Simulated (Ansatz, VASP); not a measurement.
## One calculation of TiAl, two programs

INCAR

```
PREC = Accurate
ENCUT = 520
EDIFF = 1E-6
ISMEAR = 0
SIGMA = 0.15
LREAL = False
LASPH = True
NELM = 60
ALGO = Fast
ISIF = 2
LWAVE = False
LCHARG = True
GGA = CA
LELF = True
LVHAR = True
NBANDS = 14
```

The input KPOINTS:

```
Automatic mesh
0
Gamma
  16 16 16
```

Contents of POSCAR:

```
TiAl
1.0
    2.8847571921      0.0000000000      0.0000000000
    0.0000000000      2.8847571921      0.0000000000
    0.0000000000      0.0000000000      3.2242931136
Ti Al
1 1
Direct
    0.0000000000      0.0000000000      0.0000000000
    0.5000000000      0.5000000000      0.5000000000
```

Input for Ansatz:

```yaml
crystal:
  lattice:
    - [2.8847571921, 0.0, 0.0]
    - [0.0, 2.8847571921, 0.0]
    - [0.0, 0.0, 3.2242931136]
  atoms:
    - { symbol: Ti, position: [0.0, 0.0, 0.0] }
    - { symbol: Al, position: [0.5, 0.5, 0.5] }
basis:
  ecutwfc: 520.0
kpoints:
  mp_grid: { grid: [16, 16, 16] }
hamiltonian:
  xc: lda
  pseudopotentials: { kind: paw, azcp: { folder: soft_1 } }
scf:
  occupations: { method: gaussian, width: 0.15 }
output:
  forces: true
  stress: true
  eigenvalues: true
  write_density: true
  write_potential: true
  elf: true
  volumetric_format: npy
```

Alike in both runs: task single point; functional LDA; k mesh 16 × 16 × 16; occupations gaussian, width 0.15 eV; no spin polarisation.

|  | VASP | Ansatz |
| --- | --- | --- |
| version | VASP 6.6.1 | Ansatz 0.2.0 |
| potentials or method | VASP PAW LDA potentials, release 64 (Ti_sv, Al), cutoff 520 eV | scalar-relativistic, plane waves, PAW |
| valence electrons in the cell | 15 | 15 |

```tsv
	VASP	Ansatz	Ansatz less VASP
gap on the k mesh at the Fermi level (eV)	none	none	-
pressure (GPa)	21.0	20.8	-0.20
traceless stress, the component that is largest in VASP (GPa)	6.43	6.41	-0.019
```

Ansatz warns that its potentials were made for another functional, while VASP's fit it. LDA's correlation is that of Perdew and Zunger in VASP and of Perdew and Wang (1992) in Ansatz. A gap of «none» marks a metal or a gap that the smearing closes.
